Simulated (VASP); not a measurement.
Write the native input for VASP 6.6.1 that does the following.

```yaml
Task: single point
Functional: LDA
Potentials_or_basis: VASP PAW LDA potentials, release 64 (Ti_sv)
Cutoff: 520 eV
k_mesh: 11 × 11 × 11
Occupations: fermi-dirac, width 0.05 eV
Spin: no spin polarisation
Dipole_correction: no
Further_INCAR_settings: ALGO = Normal; EDIFF = 1e-06; NBANDS = 12
```

The structure of Ti lies in POSCAR:

```
Ti
1.0
   -1.6410000000      1.6410000000      1.6410000000
    1.6410000000     -1.6410000000      1.6410000000
    1.6410000000      1.6410000000     -1.6410000000
Ti
1
Direct
    0.0000000000      0.0000000000      0.0000000000
```

One way to write it, as run:

INCAR

```
SYSTEM = Ti
ALGO = Normal
EDIFF = 1E-6
ENCUT = 520
GGA = CA
ISIF = 2
ISMEAR = -1
LASPH = .TRUE.
LCHARG = .TRUE.
LELF = .TRUE.
LREAL = .FALSE.
LVHAR = .TRUE.
LWAVE = .FALSE.
NBANDS = 12
NELM = 100
PREC = Accurate
SIGMA = 0.05
```

KPOINTS

```
k-points
0
G
  11 11 11
  0 0 0
```

Potentials or basis: VASP PAW LDA potentials, release 64 (Ti_sv).

Launch:

```bash
$ cat potpaw_LDA.64/Ti_sv/POTCAR > POTCAR
$ mpirun -np 1 vasp_std > vasp.out
```

Results of the run:

- Pressure: -11.0 GPa
- Band gap on the k mesh: zero (band 6 reaches 8.62 eV, above the bottom of band 7 at 7.07 eV)

It took 6.4 s on 1 thread of Intel(R) Xeon(R) Platinum 8488C (Sapphire Rapids), with other jobs on the host, peak memory 0.13 GiB.
